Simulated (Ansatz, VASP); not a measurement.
AlAs: VASP beside Ansatz

```
Al As
1.0
     0.00000    2.81438    2.81438
     2.81438    0.00000    2.81438
     2.81438    2.81438    0.00000
Al As
1 1
Cartesian
  0.0000 0.0000 0.0000
  1.4072 1.4072 1.4072
```

Alike in both runs: functional LDA; k mesh 8 × 8 × 8; occupations gaussian, width 0.02 eV; no spin polarisation.

Ansatz relaxed the structure, and its values are those at the end. VASP's run is a single point on that final structure, the one shown.

|  | VASP | Ansatz |
| --- | --- | --- |
| version | VASP 6.6.1 | Ansatz 0.2.0 |
| potentials or method | VASP PAW LDA potentials, release 64 (Al, As), cutoff 500 eV | scalar-relativistic, plane waves, PAW |
| valence electrons in the cell | 8 | 18 |

Ansatz gave:

| Property | Result |
| --- | --- |
| gap on the k mesh at the Fermi level (eV) | 1.32 |
| least direct gap on the mesh (eV) | 1.98 |
| pressure (GPa) | 0.0 |

Q: What did VASP give for the same quantities?

A: gap on the k mesh at the Fermi level (eV): 1.31; least direct gap on the mesh (eV): 2.02; pressure (GPa): 0.4.

Ansatz warns that its potentials were made for another functional, while VASP's fit it. LDA's correlation is that of Perdew and Zunger in VASP and of Perdew and Wang (1992) in Ansatz. VASP's potentials hold 8 valence electrons a cell and Ansatz's 18, so a difference there can come from the potentials and not from the codes.
